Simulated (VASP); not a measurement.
# Si (P6_3/mmc) in VASP: further runs

The runs below take Si through single point, with PBE.

Everything below comes from runs of VASP 6.6.1. Logs are shortened: lines on timing, memory, paths and dates and some standing lists are left out, and cuts for length are marked.

### Step 1. The cell of the first run

Symmetry: P6_3/mmc, No. 194, hexagonal system. The conventional cell has a = 3.793 Å, b = 3.793 Å, c = 6.461 Å, α = 90.00°, β = 90.00°, γ = 120.00°. Within 3.1 Å of Si (site symmetry 3m) lie 4 Si at 2.34 to 2.42 Å.

This isn't the form of Si at room conditions, which is diamond.

### Step 2. Single point, PBE

Input file INCAR:

```
SYSTEM = Si
PREC     = Accurate       ! precision mode
ENCUT    = 500            ! plane-wave cutoff, eV
EDIFF    = 1E-6           ! SCF threshold, eV
ISMEAR   = -1             ! smearing method
SIGMA    = 0.05           ! smearing width, eV
LREAL    = .FALSE.        ! projectors in reciprocal space
LASPH    = .TRUE.         ! aspherical terms in the spheres
NELM     = 120            ! most SCF steps
ALGO     = Normal         ! electronic algorithm
ISIF     = 2              ! what is computed and relaxed
LWAVE    = .FALSE.        ! write WAVECAR
LCHARG   = .FALSE.        ! write CHGCAR
GGA      = PE             ! functional
NBANDS   = 16             ! bands
GGA_COMPAT= .FALSE.
```

Input file KPOINTS:

```
Automatic mesh
0
G
  10 10 6
  0 0 0
```

Input file POSCAR:

```
Si
1.0
    3.7930038300      0.0000000000      0.0000000000
   -1.8965024100      3.2848378200      0.0000000000
    0.0000000000      0.0000000000      6.4611998776
Si
4
Direct
    0.3333333333      0.6666666667      0.0630090000
    0.6666666667      0.3333333333      0.5630100000
    0.3333333333      0.6666666667      0.4369910000
    0.6666666667      0.3333333333      0.9369900000
```

Potentials or basis: VASP PAW PBE potentials, release 64 (Si).

Run with:

```
> cat potpaw_PBE.64/Si/POTCAR > POTCAR
> mpirun -np 1 vasp_std > vasp.out
```

OUTCAR:

```text
SYSTEM = Si
   PREC = Accurate
   ENCUT = 500
   EDIFF = 1E-6
   ISMEAR = -1
   LREAL = .FALSE.
   LASPH = .TRUE.
   NELM = 120
   ISIF = 2
   GGA = PE

 ion  position               nearest neighbor table
   1  0.333  0.667  0.063-   4 2.34   4 2.34   4 2.34   3 2.42
   2  0.667  0.333  0.563-   3 2.34   3 2.34   3 2.34   4 2.42
   3  0.333  0.667  0.437-   2 2.34   2 2.34   2 2.34   1 2.42
   4  0.667  0.333  0.937-   1 2.34   1 2.34   1 2.34   2 2.42

  LATTYP: Found a hexagonal cell.
 ALAT       =     3.7930038300
 C/A-ratio  =     1.7034519782

  Lattice vectors:

 A1 = (   3.7930038300,   0.0000000000,   0.0000000000)
 A2 = (  -1.8965024100,   3.2848378200,   0.0000000000)
 A3 = (   0.0000000000,   0.0000000000,   6.4611998776)

Analysis of symmetry for initial positions (statically):
=====================================================================
 Subroutine PRICEL returns:
 Original cell was already a primitive cell.

 Routine SETGRP: Setting up the symmetry group for a
 hexagonal supercell.

 Subroutine GETGRP returns: Found 24 space group operations
 (whereof 12 operations were pure point group operations)
 out of a pool of 24 trial point group operations.

The static configuration has the point symmetry D_3d.
 The point group associated with its full space group is D_6h.

Analysis of symmetry for dynamics (positions and initial velocities):
=====================================================================
 Subroutine PRICEL returns:
 Original cell was already a primitive cell.

 Routine SETGRP: Setting up the symmetry group for a
 hexagonal supercell.

 Subroutine GETGRP returns: Found 24 space group operations
 (whereof 12 operations were pure point group operations)
 out of a pool of 24 trial point group operations.

The dynamic configuration has the point symmetry D_3d.
 The point group associated with its full space group is D_6h.

 Subroutine INISYM returns: Found 24 space group operations
 (whereof 12 operations are pure point group operations),
 and found     1 'primitive' translations

----------------------------------------------------------------------------------------

                                     Primitive cell

  volume of cell :      80.5027

  direct lattice vectors                    reciprocal lattice vectors
     3.793003830  0.000000000  0.000000000     0.263643288  0.152214556  0.000000000
    -1.896502410  3.284837820  0.000000000     0.000000000  0.304429033  0.000000000
     0.000000000  0.000000000  6.461199878     0.000000000  0.000000000  0.154770015

  length of vectors
     3.793003830  3.793004204  6.461199878     0.304429063  0.304429033  0.154770015

  position of ions in fractional coordinates (direct lattice)
     0.333333333  0.666666667  0.063009000
     0.666666667  0.333333333  0.563010000
     0.333333333  0.666666667  0.436991000
     0.666666667  0.333333333  0.936990000

  ion indices of the primitive-cell ions
   primitive index   ion index
                 1           1
                 2           2
                 3           3
                 4           4

----------------------------------------------------------------------------------------

 KPOINTS: Automatic mesh

Automatic generation of k-mesh.
 Grid dimensions read from file:
 generate k-points for:   10   10    6

 Generating k-lattice:

  Cartesian coordinates                     Fractional coordinates (reciprocal lattice)
     0.026364329  0.015221456  0.000000000     0.100000000  0.000000000  0.000000000
     0.000000000  0.030442903  0.000000000     0.000000000  0.100000000  0.000000000
     0.000000000  0.000000000  0.025795002     0.000000000  0.000000000  0.166666667

  Length of vectors
     0.030442906  0.030442903  0.025795002

  Shift w.r.t. Gamma in fractional coordinates (k-lattice)
     0.000000000  0.000000000  0.000000000

 Subroutine IBZKPT returns following result:
 ===========================================

 Found     56 irreducible k-points:

 Following reciprocal coordinates:
            Coordinates               Weight
  0.000000  0.000000  0.000000      1.000000
  0.100000  0.000000  0.000000      6.000000
  0.200000  0.000000  0.000000      6.000000
  0.300000  0.000000  0.000000      6.000000
  0.400000  0.000000  0.000000      6.000000
  0.500000  0.000000  0.000000      3.000000
[... 16 lines left out ...]
  0.300000  0.100000  0.166667     24.000000
  0.400000  0.100000  0.166667     24.000000
 [... further k-points ...]
   k-points           NKPTS =     56   k-points in BZ     NKDIM =     56   number of bands    NBANDS=     16
   number of dos      NEDOS =    301   number of ions     NIONS =      4
   total plane-waves  NPLWV =  37632
   dimension x,y,z NGX =    28 NGY =   28 NGZ =   48
   dimension x,y,z NGXF=    56 NGYF=   56 NGZF=   96
   ions per type =               4
   NGX,Y,Z   is equivalent  to a cutoff of  12.27, 12.27, 12.35 a.u.
   NGXF,Y,Z  is equivalent  to a cutoff of  24.54, 24.54, 24.70 a.u.
 SYSTEM =  Si
   PREC   = accura    normal or accurate (medium, high low for compatibility)
   ISTART =      0    job   : 0-new  1-cont  2-samecut
   ICHARG =      2    charge: 1-file 2-atom 10-const
   ISPIN  =      1    spin polarized calculation?
   LNONCOLLINEAR =      F non collinear calculations
   LSORBIT =      F    spin-orbit coupling
   LASPH  =      T    aspherical Exc in radial PAW
   ENCUT  =  500.0 eV  36.75 Ry    6.06 a.u.   6.92  6.92 11.78*2*pi/ulx,y,z
   NELM   =    120;   NELMIN=  2; NELMDL= -5     # of ELM steps
   EDIFF  = 0.1E-05   stopping-criterion for ELM
   LREAL  =      F    real-space projection
   EDIFFG = 0.1E-04   stopping-criterion for IOM
   NSW    =      0    number of steps for IOM
   IBRION =     -1    ionic relax: 0-MD 1-quasi-New 2-CG
   NFREE  =      0    steps in history (QN), initial steepest desc. (CG)
   ISIF   =      2    stress and relaxation
   ISYM   =      2    0-nonsym 1-usesym 2-fastsym
   POTIM  = 0.5000    time-step for ionic-motion
   TEBEG  =    0.0;   TEEND  =   0.0 temperature during run
   PSTRESS=    0.0 pullay stress
   NELECT =      16.0000    total number of electrons
   NUPDOWN=      -1.0000    fix difference up-down
   EMIN   =  10.00;   EMAX   =-10.00  energy-range for DOS
   EFERMI =   0.00;   METHOD = LEGACY
   ISMEAR =    -1;   SIGMA  =   0.05  broadening in eV -4-tet -1-fermi 0-gaus
   EFERMI_NEDOS =   21; number of points for ismear=-14 and -15
   IALGO  =     38    algorithm
   IMIX   =      4    mixing-type and parameters
     AMIX     =   0.40;   BMIX     =  1.00
     AMIX_MAG =   1.60;   BMIX_MAG =  1.00
  volume/ion in A,a.u.               =      20.13       135.81
  Fermi-wavevector in a.u.,A,eV,Ry     =   0.955384  1.805414 12.418838  0.912759
  Thomas-Fermi vector in A             =   2.084217
   LORBIT       =      0    0 simple, 1 ext, 2 COOP (PROOUT), +10 PAW based schemes
   GGA     = PE    functional components
   LHFCALC =     F    Hartree Fock is set to
   AEXX    =    0.0000 exact exchange contribution
   IVDW    =     0    specifies the selected vdW correction
   LEPSILON=     F    determine dielectric tensor
   LRPA    =     F    only Hartree local field effects (RPA)
 non-spin polarized calculation
  energy-cutoff  :      500.00
  volume of cell :       80.50
 maximum number of plane-waves:      2058
 NGX is ok and might be reduce to    28
   NGX = 13   NGY = 13   NGZ = 23

 number of electron      16.0000000 magnetization

 Free energy of the ion-electron system (eV)
  ---------------------------------------------------
  ext. energy  EPLUGINS =         0.00000000
  ---------------------------------------------------
  free energy    TOTEN  =       -21.61672016 eV

  energy without entropy =      -21.61667425  energy(sigma->0) =      -21.61669720

 E-fermi :   6.2687     XC(G=0):  -9.3868

 val. band max:        6.0289354001   @ k =   0.0000   0.0000   0.0000
 cond. band min:       6.5703352480   @ k =   0.5000   0.0000   0.0000
 fundamental gap:      0.5413998479
 Fermi energy:         6.2686700318

 k-point     1 :       0.0000    0.0000    0.0000
  band No.  band energies     occupation
      1      -6.1653      2.00000
      2      -4.0799      2.00000
      3      -1.1387      2.00000
      4       4.6680      2.00000
      5       4.6680      2.00000
      6       5.6190      2.00000
[... 8 lines left out ...]
     15      10.1844      0.00000
     16      12.1175      0.00000

 k-point     2 :       0.1000    0.0000    0.0000
  band No.  band energies     occupation
      1      -6.0457      2.00000
      2      -3.9582      2.00000
      3      -1.0693      2.00000
      4       3.7386      2.00000
      5       4.4228      2.00000
      6       5.1741      2.00000
[... 8 lines left out ...]
     15      10.7502      0.00000
     16      11.3794      0.00000

 k-point     3 :       0.2000    0.0000    0.0000
  band No.  band energies     occupation
      1      -5.6912      2.00000
      2      -3.5966      2.00000
      3      -0.9205      2.00000
      4       2.2791      2.00000
      5       3.6151      2.00000
      6       3.9326      2.00000
[... 8 lines left out ...]
     15      11.7824      0.00000
     16      11.9065      0.00000

 k-point     4 :       0.3000    0.0000    0.0000
  band No.  band energies     occupation
      1      -5.1201      2.00000
      2      -3.0105      2.00000
      3      -1.0086      2.00000
      4       1.2653      2.00000
      5       2.0404      2.00000
      6       3.4820      2.00000
[... 8 lines left out ...]
     15      12.8307      0.00000
     16      12.8669      0.00000

 k-point     5 :       0.4000    0.0000    0.0000
  band No.  band energies     occupation
      1      -4.3975      2.00000
      2      -2.2586      2.00000
      3      -1.7378      2.00000
      4       0.6643      2.00000
      5       1.2099      2.00000
      6       3.1860      2.00000
[... 8 lines left out ...]
     15      12.2803      0.00000
     16      13.9742      0.00000

 k-point     6 :       0.5000    0.0000    0.0000
  band No.  band energies     occupation
      1      -3.9051      2.00000
      2      -2.3215      2.00000
      3      -1.7307      2.00000
      4      -0.0757      2.00000
      5       1.4242      2.00000
      6       3.0841      2.00000
[... 8 lines left out ...]
     15      12.2738      0.00000
     16      14.1512      0.00000
[... 267 lines left out ...]
 k-point    21 :       0.1000    0.1000    0.1667
  band No.  band energies     occupation
      1      -5.7241      2.00000
      2      -3.9984      2.00000
      3      -0.5260      2.00000
      4       2.8296      2.00000
      5       3.7060      2.00000
      6       3.9651      2.00000
[... 8 lines left out ...]
     15      11.3529      0.00000
     16      11.7643      0.00000

 k-point    22 :       0.2000    0.1000    0.1667
  band No.  band energies     occupation
      1      -5.2602      2.00000
      2      -3.5334      2.00000
      3      -0.5116      2.00000
      4       1.7995      2.00000
      5       2.4104      2.00000
      6       3.2537      2.00000
[... 8 lines left out ...]
     15      11.4672      0.00000
     16      12.0896      0.00000

 k-point    23 :       0.3000    0.1000    0.1667
  band No.  band energies     occupation
      1      -4.6020      2.00000
      2      -2.8853      2.00000
      3      -1.0543      2.00000
      4       1.0309      2.00000
      5       1.4897      2.00000
      6       2.7954      2.00000
[... 8 lines left out ...]
     15      12.2503      0.00000
     16      13.1839      0.00000

 k-point    24 :       0.4000    0.1000    0.1667
  band No.  band energies     occupation
      1      -3.8952      2.00000
      2      -2.3807      2.00000
      3      -1.6948      2.00000
      4      -0.0820      2.00000
      5       1.7066      2.00000
      6       2.6671      2.00000
[... 8 lines left out ...]
     15      13.8314      0.00000
     16      13.9234      0.00000

 [... further k-points ...]
[... 5 lines left out ...]
  --------------------------------------------------------------------------------------
  -------------------------------------------------------------------------------------
  Total        1.8069380      1.8069382     -1.4346506     -0.0000003      0.0000000      0.0000000
  in kB       35.9619675     35.9619708    -28.5526436     -0.0000054      0.0000000      0.0000000
  external PRESSURE =      14.4570982 kB  Pullay stress =       0.0000000 kB

 VOLUME and BASIS-vectors are now :
 -----------------------------------------------------------------------------
  energy-cutoff  :      500.00
  volume of cell :       80.50
      direct lattice vectors                 reciprocal lattice vectors
     3.793003830  0.000000000  0.000000000     0.263643288  0.152214556  0.000000000
    -1.896502410  3.284837820  0.000000000     0.000000000  0.304429033  0.000000000
     0.000000000  0.000000000  6.461199878     0.000000000  0.000000000  0.154770015

 POSITION                                       TOTAL-FORCE (eV/Angst)
 -----------------------------------------------------------------------------------
     -0.00000      2.18989      0.40711        -0.000000     -0.000000      0.288398
      1.89650      1.09495      3.63772         0.000000     -0.000000      0.288398
     -0.00000      2.18989      2.82349        -0.000000      0.000000     -0.288398
      1.89650      1.09495      6.05408         0.000000     -0.000000     -0.288398
 -----------------------------------------------------------------------------------
    total drift:                               -0.000000      0.000000     -0.000355

  FREE ENERGIE OF THE ION-ELECTRON SYSTEM (eV)
  ---------------------------------------------------
  free  energy   TOTEN  =       -21.6167201580 eV

  energy  without entropy=      -21.6166742476  energy(sigma->0) =      -21.61669720
```

It took 1.7 min on 1 thread of Intel Xeon 8259CL, shared host; peak memory 0.17 GiB.

Results:

```
Free energy            : -21.6167 eV
Pressure               : 1.4 GPa
Largest force          : 0.288 eV/Å
Band gap on the k mesh : 0.54 eV (least direct gap 1.36 eV)
```

Forces in eV/Å, atoms in the order of the input:
```
Si   0.000  0.000  0.288
Si   0.000  0.000  0.288
Si   0.000  0.000 -0.288
Si   0.000  0.000 -0.288
```

Caveat: the stress differs along the axes, from -3 to 4 GPa. A k mesh can miss the band edges.

### Step 3. Single point, PBE

Input file INCAR:

```
SYSTEM = Si
PREC = Accurate
ENCUT = 500
EDIFF = 1E-6
ISMEAR = -1
SIGMA = 0.05
LREAL = .False.
LASPH = .True.
NELM = 120
ALGO = Normal
ISIF = 2
LWAVE = .False.
LCHARG = .True.
GGA = PE
LELF = .True.
LVHAR = .True.
NBANDS = 16
GGA_COMPAT = .False.
```

Input file KPOINTS:

```
regular mesh
0
Gamma
  10 10 6
  0 0 0
```

Input file POSCAR:

```
Si
1.0
    3.8121604150      0.0000000000      0.0000000000
   -1.9060807050      3.3014279100      0.0000000000
    0.0000000000      0.0000000000      6.3964263529
Si
4
Direct
    0.3333333333      0.6666666667      0.0630090000
    0.6666666667      0.3333333333      0.5630100000
    0.3333333333      0.6666666667      0.4369910000
    0.6666666667      0.3333333333      0.9369900000
```

Potentials or basis: VASP PAW PBE potentials, release 64 (Si).

Run with:

```
> cat potpaw_PBE.64/Si/POTCAR > POTCAR
> mpirun -np 1 vasp_std > vasp.out
```

Wall time 92 s (1 thread of Intel Xeon 8259CL, shared host); peak memory 0.17 GiB.

Results (log left out):

```yaml
Free_energy: -21.6414 eV
Pressure: 1.4 GPa
Largest_force: 0.148 eV/Å
Band_gap_on_the_k_mesh: 0.48 eV (least direct gap 1.20 eV)
```

Forces on the atoms (eV/Å):
```
Si   0.000  0.000  0.148
Si   0.000  0.000  0.148
Si   0.000  0.000 -0.148
Si   0.000  0.000 -0.148
```

Stress tensor (GPa, compression positive):
```
 2.46  0.00  0.00
 0.00  2.46  0.00
 0.00  0.00 -0.80
```

Levels at points of the mesh, in eV from the valence-band top:
```
           k point  band 6  band 7  band 8  band 9  band 10  band 11
(0.00, 0.00, 0.00)   -0.38    0.00    0.00    1.20     2.08     2.09
(0.50, 0.00, 0.00)   -3.00   -2.96   -1.46    0.48     2.33     2.95
(0.00, 0.00, 0.50)   -0.87   -0.87   -0.87    1.93     1.93     3.03
(0.50, 0.00, 0.50)   -2.49   -2.39   -2.39    0.91     0.91     1.62
```

(Continued in part 2 of 2.)
